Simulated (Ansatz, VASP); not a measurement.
**Two plane-wave programs on AlCu3**

```xyz
4
Lattice="3.6374 0.0000 0.0000 0.0000 3.6374 0.0000 0.0000 0.0000 3.6374" Properties=species:S:1:pos:R:3 pbc="T T T"
Al    0.0000    0.0000    0.0000
Cu    1.8187    1.8187    0.0000
Cu    1.8187    0.0000    1.8187
Cu    0.0000    1.8187    1.8187
```

Alike in both runs: task single point; functional r2SCAN; k mesh 12 × 12 × 12; occupations gaussian, width 0.1 eV; no spin polarisation.

```csv
,VASP,Ansatz
version,VASP 6.6.1,Ansatz 0.2.0
potentials or method,"VASP PAW PBE potentials, release 64 (Al, Cu), cutoff 520 eV","scalar-relativistic, plane waves, PAW"
valence electrons in the cell,36,60
```

Ansatz gave:

| Item | Value |
| --- | --- |
| gap on the k mesh at the Fermi level (eV) | none |
| pressure (GPa) | 0.6 |

Task: Which values does VASP return?

Result: gap on the k mesh at the Fermi level (eV): none; pressure (GPa): 0.9.

VASP's potentials were made for PBE, not for r2SCAN. A gap of «none» marks a metal or a gap that the smearing closes. VASP's potentials hold 36 valence electrons a cell and Ansatz's 60, so a difference there can come from the potentials and not from the codes.
